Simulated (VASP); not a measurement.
# Pd (Fm-3m) in VASP: elastic constants with LDA

Aim: the elastic constants of Pd with LDA.

All numbers are computed with VASP 6.6.1; they aren't measurements. Logs are shortened: lines on timing, memory, paths and dates and some standing lists are left out, and cuts for length are marked.

## (1) The cell of the first run

It takes space group Fm-3m (No. 225, cubic). Conventional cell: a = 3.843 Å, b = 3.843 Å, c = 3.843 Å, α = 90.00°, β = 90.00°, γ = 90.00°. Within 3.6 Å of Pd (site symmetry m-3m) lie 12 Pd at 2.72 Å.

## (2) Elastic constants, LDA

INCAR

```
  PREC = Accurate
  ENCUT = 600
  EDIFF = 1E-8
  ISMEAR = -1
  SIGMA = 0.15
  LREAL = F
  LASPH = T
  NELM = 100
  ALGO = Normal
  ISIF = 3
  LWAVE = F
  LCHARG = T
  IBRION = 6
  NFREE = 2
  POTIM = 0.015
  NSW = 1
```

KPOINTS

```
Automatic mesh
0
Gamma
  18 18 18
```

POSCAR

```
Pd
1.0
    0.0000000000      1.9215903150      1.9215903150
    1.9215903150      0.0000000000      1.9215903150
    1.9215903150      1.9215903150      0.0000000000
Pd
1
Direct
    0.0000000000      0.0000000000      0.0000000000
```

Potentials or basis: VASP PAW LDA potentials, release 64 (Pd).

Started as:

```console
cat potpaw_LDA.64/Pd/POTCAR > POTCAR
mpirun -np 1 vasp_std > vasp.out
```

OUTCAR:

```text
PREC = Accurate
   ENCUT = 600
   EDIFF = 1E-8
   ISMEAR = -1
   LREAL = F
   LASPH = T
   NELM = 100
   ISIF = 3
   IBRION = 6
   NFREE = 2
   POTIM = 0.015
   NSW = 1

 ion  position               nearest neighbor table
   1  0.000  0.000  0.000-

  LATTYP: Found a face centered cubic cell.
 ALAT       =     3.8431806300

  Lattice vectors:

 A1 = (   0.0000000000,   1.9215903150,   1.9215903150)
 A2 = (   1.9215903150,   0.0000000000,   1.9215903150)
 A3 = (   1.9215903150,   1.9215903150,   0.0000000000)

Analysis of symmetry for initial positions (statically):
=====================================================================
 Subroutine PRICEL returns:
 Original cell was already a primitive cell.

 Routine SETGRP: Setting up the symmetry group for a
 face centered cubic supercell.

 Subroutine GETGRP returns: Found 48 space group operations
 (whereof 48 operations were pure point group operations)
 out of a pool of 48 trial point group operations.

The static configuration has the point symmetry O_h .

Analysis of symmetry for dynamics (positions and initial velocities):
=====================================================================
 Subroutine PRICEL returns:
 Original cell was already a primitive cell.

 Routine SETGRP: Setting up the symmetry group for a
 face centered cubic supercell.

 Subroutine GETGRP returns: Found 48 space group operations
 (whereof 48 operations were pure point group operations)
 out of a pool of 48 trial point group operations.

The dynamic configuration has the point symmetry O_h .

 Subroutine INISYM returns: Found 48 space group operations
 (whereof 48 operations are pure point group operations),
 and found     1 'primitive' translations

----------------------------------------------------------------------------------------

                                     Primitive cell

  volume of cell :      14.1910

  direct lattice vectors                    reciprocal lattice vectors
     0.000000000  1.921590315  1.921590315    -0.260201145  0.260201145  0.260201145
     1.921590315  0.000000000  1.921590315     0.260201145 -0.260201145  0.260201145
     1.921590315  1.921590315  0.000000000     0.260201145  0.260201145 -0.260201145

  length of vectors
     2.717539085  2.717539085  2.717539085     0.450681603  0.450681603  0.450681603

  position of ions in fractional coordinates (direct lattice)
     0.000000000  0.000000000  0.000000000

  ion indices of the primitive-cell ions
   primitive index   ion index
                 1           1

----------------------------------------------------------------------------------------

 KPOINTS: Automatic mesh

Automatic generation of k-mesh.
 Grid dimensions read from file:
 generate k-points for:   18   18   18

 Generating k-lattice:

  Cartesian coordinates                     Fractional coordinates (reciprocal lattice)
    -0.014455619  0.014455619  0.014455619     0.055555556  0.000000000  0.000000000
     0.014455619 -0.014455619  0.014455619     0.000000000  0.055555556  0.000000000
     0.014455619  0.014455619 -0.014455619     0.000000000  0.000000000  0.055555556

  Length of vectors
     0.025037867  0.025037867  0.025037867

  Shift w.r.t. Gamma in fractional coordinates (k-lattice)
     0.000000000  0.000000000  0.000000000

 Subroutine IBZKPT returns following result:
 ===========================================

 Found    195 irreducible k-points:

 Following reciprocal coordinates:
            Coordinates               Weight
  0.000000  0.000000  0.000000      1.000000
  0.055556  0.000000  0.000000      8.000000
  0.111111  0.000000  0.000000      8.000000
  0.166667  0.000000  0.000000      8.000000
  0.222222  0.000000  0.000000      8.000000
  0.277778  0.000000  0.000000      8.000000
[... 16 lines left out ...]
 -0.277778  0.055556  0.000000     24.000000
 -0.222222  0.055556  0.000000     24.000000
 [... further k-points ...]
   k-points           NKPTS =    195   k-points in BZ     NKDIM =    195   number of bands    NBANDS=      9
   number of dos      NEDOS =    301   number of ions     NIONS =      1
   total plane-waves  NPLWV =  13824
   dimension x,y,z NGX =    24 NGY =   24 NGZ =   24
   dimension x,y,z NGXF=    48 NGYF=   48 NGZF=   48
[... 17 lines left out ...]
   IBRION =      6    ionic relax: 0-MD 1-quasi-New 2-CG
   NFREE  =      2    steps in history (QN), initial steepest desc. (CG)
   ISIF   =      3    stress and relaxation
   ISYM   =      2    0-nonsym 1-usesym 2-fastsym
   POTIM  = 0.0150    time-step for ionic-motion
   TEBEG  =    0.0;   TEEND  =   0.0 temperature during run
   PSTRESS=    0.0 pullay stress
   NELECT =      10.0000    total number of electrons
   NUPDOWN=      -1.0000    fix difference up-down
   EMIN   =  10.00;   EMAX   =-10.00  energy-range for DOS
   EFERMI =   0.00;   METHOD = LEGACY
   ISMEAR =    -1;   SIGMA  =   0.15  broadening in eV -4-tet -1-fermi 0-gaus
   EFERMI_NEDOS =   21; number of points for ismear=-14 and -15
   IALGO  =     38    algorithm
   IMIX   =      4    mixing-type and parameters
     AMIX     =   0.40;   BMIX     =  1.00
     AMIX_MAG =   1.60;   BMIX_MAG =  1.00
  volume/ion in A,a.u.               =      14.19        95.77
  Fermi-wavevector in a.u.,A,eV,Ry     =   1.456814  2.752979 28.875730  2.122306
  Thomas-Fermi vector in A             =   2.573688
   LORBIT       =      0    0 simple, 1 ext, 2 COOP (PROOUT), +10 PAW based schemes
   GGA     = CA    functional components
   LHFCALC =     F    Hartree Fock is set to
   AEXX    =    0.0000 exact exchange contribution
   IVDW    =     0    specifies the selected vdW correction
   LEPSILON=     F    determine dielectric tensor
   LRPA    =     F    only Hartree local field effects (RPA)
 finite differences with symmetry
 non-spin polarized calculation
  energy-cutoff  :      600.00
  volume of cell :       14.19
 maximum number of plane-waves:       495
 NGX is ok and might be reduce to    24
   NGX = 11   NGY = 11   NGZ = 11

--------------------------------------- Ionic step        1  -------------------------------------------

 number of electron      10.0000002 magnetization

 Free energy of the ion-electron system (eV)
  ---------------------------------------------------
  ext. energy  EPLUGINS =         0.00000000
  ---------------------------------------------------
  free energy    TOTEN  =        -6.56430218 eV

  energy without entropy =       -6.44943383  energy(sigma->0) =       -6.50686800

------------------------ aborting loop because EDIFF is reached ----------------------------------------

  FORCE on cell =-STRESS in cart. coord.  units (eV):
  Direction    XX          YY          ZZ          XY          YZ          ZX
  --------------------------------------------------------------------------------------
  -------------------------------------------------------------------------------------
  Total        0.0249914      0.0249914      0.0249914      0.0000000      0.0000000     -0.0000000
  in kB        2.8215569      2.8215569      2.8215569      0.0000000      0.0000000     -0.0000000
  external PRESSURE =       2.8215569 kB  Pullay stress =       0.0000000 kB
[... 86 lines left out ...]
  FREE ENERGIE OF THE ION-ELECTRON SYSTEM (eV)
  ---------------------------------------------------
  free  energy   TOTEN  =        -6.5610743989 eV

  energy  without entropy=       -6.4479376712  energy(sigma->0) =       -6.50450604

[... ionic steps 4 to 12 ...]

--------------------------------------- Ionic step       13  -------------------------------------------

 number of electron      10.0000001 magnetization

------------------------ aborting loop because EDIFF is reached ----------------------------------------
[... 65 lines left out ...]
--------------------------------------- Ionic step       15  -------------------------------------------

 number of electron      10.0000001 magnetization

 Free energy of the ion-electron system (eV)
  ---------------------------------------------------
  ext. energy  EPLUGINS =         0.00000000
  ---------------------------------------------------
  free energy    TOTEN  =        -6.56430202 eV

  energy without entropy =       -6.44943369  energy(sigma->0) =       -6.50686786

 E-fermi :  10.3312     XC(G=0): -13.7547

 val. band max:       10.3268850178   @ k =  -0.3333   0.3889   0.1667
 cond. band min:      10.3358235995   @ k =   0.5000   0.2222   0.0000
 fundamental gap:      0.0089385817
 Fermi energy:        10.3311940351

 k-point     1 :       0.0000    0.0000    0.0000
  band No.  band energies     occupation
      1       2.7274      2.00000
      2       7.2190      2.00000
      3       7.2190      2.00000
      4       7.2190      2.00000
      5       8.9660      1.99978
      6       8.9660      1.99978
      7      27.4102      0.00000
      8      32.3477      0.00000
      9      32.3477      0.00000
[... 265 lines left out ...]
 k-point    24 :      -0.2222    0.0556    0.0000
  band No.  band energies     occupation
      1       4.4880      2.00000
      2       6.9737      2.00000
      3       7.5673      2.00000
      4       7.6048      2.00000
      5       8.8281      1.99991
      6       9.3941      1.99614
      7      25.4589      0.00000
      8      28.6037      0.00000
      9      32.8211      0.00000

 [... further k-points ...]
[... 5 lines left out ...]
  --------------------------------------------------------------------------------------
  -------------------------------------------------------------------------------------
  Total        0.0249915      0.0249915      0.0249915     -0.0000000     -0.0000000      0.0000000
  in kB        2.8215705      2.8215705      2.8215705     -0.0000000     -0.0000000      0.0000000
  external PRESSURE =       2.8215705 kB  Pullay stress =       0.0000000 kB
[... 16 lines left out ...]
  FREE ENERGIE OF THE ION-ELECTRON SYSTEM (eV)
  ---------------------------------------------------
  free  energy   TOTEN  =        -6.5643020179 eV

  energy  without entropy=       -6.4494336935  energy(sigma->0) =       -6.50686786

 INTERNAL STRAIN TENSORS FROM STRAINED CELLS
 ============================================

 INTERNAL STRAIN TENSOR FOR ION    1 for displacements in x,y,z  (eV/Angst):
          X           Y           Z          XY          YZ          ZX
  --------------------------------------------------------------------------------
  x     0.00000     0.00000    -0.00000     0.00000    -0.00000    -0.00000
  y     0.00000     0.00000     0.00000     0.00000    -0.00000     0.00000
  z     0.00000     0.00000     0.00000     0.00000    -0.00000    -0.00000

 INTERNAL STRAIN TENSORS FROM DISPLACED ATOMS
 ============================================

 INTERNAL STRAIN TENSOR FOR ION    1 for displacements in x,y,z  (eV/Angst):
          X           Y           Z          XY          YZ          ZX
  --------------------------------------------------------------------------------
  x     0.00000     0.00000     0.00000     0.00000     0.00000     0.00000
  y     0.00000     0.00000     0.00000     0.00000     0.00000     0.00000
  z     0.00000     0.00000     0.00000     0.00000     0.00000     0.00000

 Eigenvectors and eigenvalues of the dynamical matrix
 ----------------------------------------------------

   1 f/i=    0.000000 THz     0.000000 2PiTHz    0.000000 cm-1     0.000000 meV
             X         Y         Z           dx          dy          dz
      0.000000  0.000000  0.000000     1.000000    0.000000    0.000000

   2 f/i=    0.000000 THz     0.000000 2PiTHz    0.000000 cm-1     0.000000 meV
             X         Y         Z           dx          dy          dz
      0.000000  0.000000  0.000000     0.000000    1.000000    0.000000

   3 f/i=    0.000000 THz     0.000000 2PiTHz    0.000000 cm-1     0.000000 meV
             X         Y         Z           dx          dy          dz
      0.000000  0.000000  0.000000     0.000000    0.000000    1.000000

--------------------------------------------------------------------------------------------------------

 ELASTIC MODULI CONTR FROM IONIC RELAXATION (kBar)
 Direction    XX          YY          ZZ          XY          YZ          ZX
 --------------------------------------------------------------------------------
 XX           0.0000      0.0000      0.0000      0.0000      0.0000      0.0000
 YY           0.0000      0.0000      0.0000      0.0000      0.0000      0.0000
 ZZ           0.0000      0.0000      0.0000      0.0000      0.0000      0.0000
 XY           0.0000      0.0000      0.0000      0.0000      0.0000      0.0000
 YZ           0.0000      0.0000      0.0000      0.0000      0.0000      0.0000
 ZX           0.0000      0.0000      0.0000      0.0000      0.0000      0.0000
 --------------------------------------------------------------------------------

 TOTAL ELASTIC MODULI (kBar)
 Direction    XX          YY          ZZ          XY          YZ          ZX
 --------------------------------------------------------------------------------
 XX        2775.2504   1993.1522   1993.1522      0.0000      0.0000     -0.0000
 YY        1993.1522   2775.2504   1993.1522      0.0000      0.0000     -0.0000
 ZZ        1993.1522   1993.1522   2775.2504      0.0000     -0.0000      0.0000
 XY           0.0000      0.0000      0.0000    993.3465      0.0000      0.0000
 YZ           0.0000      0.0000     -0.0000      0.0000    993.3465      0.0000
 ZX          -0.0000     -0.0000      0.0000      0.0000      0.0000    993.3465
 --------------------------------------------------------------------------------
```

It took 32 min on 1 thread of AMD EPYC 7R43 (Zen 3), shared host; peak memory 0.48 GiB.

What came out:

```yaml
Elastic_constants_C11_C12_C44: 278, 199, 99 GPa
Voigt_bulk_modulus: 225 GPa
```

Elastic tensor in Voigt notation (GPa, in the Cartesian axes of the cell as first typed):
```
278 199 199   0   0   0
199 278 199   0   0   0
199 199 278   0   0   0
  0   0   0  99   0   0
  0   0   0   0  99   0
  0   0   0   0   0  99
```

Clamped-ion elastic tensor (GPa):
```
278 199 199   0   0   0
199 278 199   0   0   0
199 199 278   0   0   0
  0   0   0  99   0   0
  0   0   0   0  99   0
  0   0   0   0   0  99
```
